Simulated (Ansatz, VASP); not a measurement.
## Two plane-wave programs on CaHf

```
Ca Hf
1.0
     5.09703    0.00000    0.00000
     0.00000    3.33727    0.00000
     0.00000    0.00000    6.85655
Ca Hf
2 2
Direct
  0.75000 0.00000 0.67018
  0.25000 0.00000 0.32982
  0.75000 0.50000 0.09680
  0.25000 0.50000 0.90320
```

Alike in both runs: functional PBE; k mesh 10 × 14 × 8; occupations gaussian, width 0.1 eV; no spin polarisation.

Ansatz relaxed the structure, and its values are those at the end. VASP's run is a single point on that final structure, the one shown.

|  | VASP | Ansatz |
| --- | --- | --- |
| version | VASP 6.6.1 | Ansatz 0.2.0 |
| potentials or method | VASP PAW PBE potentials, release 64 (Ca_sv, Hf_pv), cutoff 520 eV | scalar-relativistic, plane waves, PAW |
| valence electrons in the cell | 40 | 72 |

Ansatz gave:

| Quantity | Value |
| --- | --- |
| gap on the k mesh at the Fermi level (eV) | none |
| pressure (GPa) | 0.0 |
| rms of the force components (eV/Å) | 0.002 |

Question: Which values does VASP return?

Answer: gap on the k mesh at the Fermi level (eV): none; pressure (GPa): -0.1; rms of the force components (eV/Å): 0.007.

A gap of «none» marks a metal or a gap that the smearing closes. VASP's potentials hold 40 valence electrons a cell and Ansatz's 72, so a difference there can come from the potentials and not from the codes.

Spin-orbit coupling is off throughout.
